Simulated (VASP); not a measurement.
ZnO, 4 atoms in the cell. It takes space group P6_3mc (No. 186, hexagonal). The conventional cell has a = 3.228 Å, b = 3.228 Å, c = 5.169 Å, α = 90.00°, β = 90.00°, γ = 120.00°. Zn (site symmetry 3m) has 4 O at 1.96 to 1.98 Å within 2.6 Å. Within 2.6 Å of O (site symmetry 3m) lie 4 Zn at 1.96 to 1.98 Å. 

```yaml
Program: VASP 6.6.1
Task: electric field gradients
Functional: LDA
Potentials_or_basis: VASP PAW LDA potentials, release 64 (Zn, O)
Cutoff: 520 eV
k_mesh: 11 × 11 × 6
Occupations: fermi-dirac, width 0.02 eV
Spin: no spin polarisation
Dipole_correction: no
Further_INCAR_settings: ALGO = Normal; EDIFF = 1e-08; NBANDS = 26
```

Potentials or basis: VASP PAW LDA potentials, release 64 (Zn, O).

Command:

```console
$ cat potpaw_LDA.64/Zn/POTCAR potpaw_LDA.64/O/POTCAR > POTCAR
$ mpirun -np 1 vasp_std > vasp.out
```

Hardware: 1 thread of AMD EPYC 9R45 96-Core Processor (Zen 5), on a shared host.

Task: How long does it take, and how much memory?

Result: It took 40 s on 1 thread of AMD EPYC 9R45 96-Core Processor (Zen 5), on a shared host, peak memory 0.16 GiB. Counts: scf iterations 17, k points 64.
